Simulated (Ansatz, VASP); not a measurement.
**Ti3Al: VASP beside Ansatz**

Contents of INCAR:

```
ALGO = Normal
EDIFF = 1E-6
ENCUT = 520
GGA = PS
ISIF = 2
ISMEAR = -1
LASPH = T
LCHARG = T
LELF = T
LREAL = F
LVHAR = T
LWAVE = F
NBANDS = 28
NELM = 100
PREC = Accurate
SIGMA = 0.05
```

File KPOINTS:

```
k-points
0
Gamma
  10 10 3
```

File POSCAR:

```
Ti3Al
1.0
    2.8677796942      0.0000000000      0.0000000000
   -1.4338898471      2.4835700677      0.0000000000
    0.0000000000      0.0000000000      9.0380160492
Ti Al
3 1
Direct
    0.3333333333      0.6666666667      0.2494060000
    0.3333333333      0.6666666667      0.7505940000
    0.6666666667      0.3333333333      0.0000000000
    0.6666666667      0.3333333333      0.5000000000
```

input.yaml

```yaml
crystal:
  lattice:
    - [2.8677796942, 0.0, 0.0]
    - [-1.4338898471, 2.4835700677, 0.0]
    - [0.0, 0.0, 9.0380160492]
  atoms:
    - { symbol: Ti, position: [0.3333333333, 0.6666666667, 0.249406] }
    - { symbol: Ti, position: [0.3333333333, 0.6666666667, 0.750594] }
    - { symbol: Ti, position: [0.6666666667, 0.3333333333, 0.0] }
    - { symbol: Al, position: [0.6666666667, 0.3333333333, 0.5] }
kpoints:
  mp_grid: { grid: [10, 10, 3] }
scf:
  occupations: { method: fermi_dirac, width: 0.05 }
hamiltonian:
  xc: pbesol
  pseudopotentials: { kind: all_electron, lapw: { basis_error: 0.001 } }
output:
  forces: true
  stress: true
  eigenvalues: true
```

Change from the starting cell: volume scaled by 0.94.

Alike in both runs: task single point; functional PBEsol; k mesh 10 × 10 × 3; occupations fermi-dirac, width 0.05 eV; no spin polarisation.

|  | VASP | Ansatz |
| --- | --- | --- |
| version | VASP 6.6.1 | Ansatz 0.2.0 |
| potentials or method | VASP PAW PBE potentials, release 64 (Ti_sv, Al), cutoff 520 eV | all-electron LAPW, scalar-relativistic |

VASP gave:

| Property | Result |
| --- | --- |
| gap on the k mesh at the Fermi level (eV) | none |
| pressure (GPa) | 3.6 |
| traceless stress, the component that is largest in VASP (GPa) | 0.63 |
| rms of the force components (eV/Å) | 0.024 |

Task: Which values does Ansatz return?

Result: gap on the k mesh at the Fermi level (eV): none; pressure (GPa): 3.8; traceless stress, the component that is largest in VASP (GPa): 0.59; rms of the force components (eV/Å): 0.018.

VASP's potentials were made for PBE, not for PBEsol. Atom by atom the forces differ by 0.006 eV/Å (rms over components). A gap of «none» marks a metal or a gap that the smearing closes. Ansatz ran all-electron here, and VASP with PAW potentials.
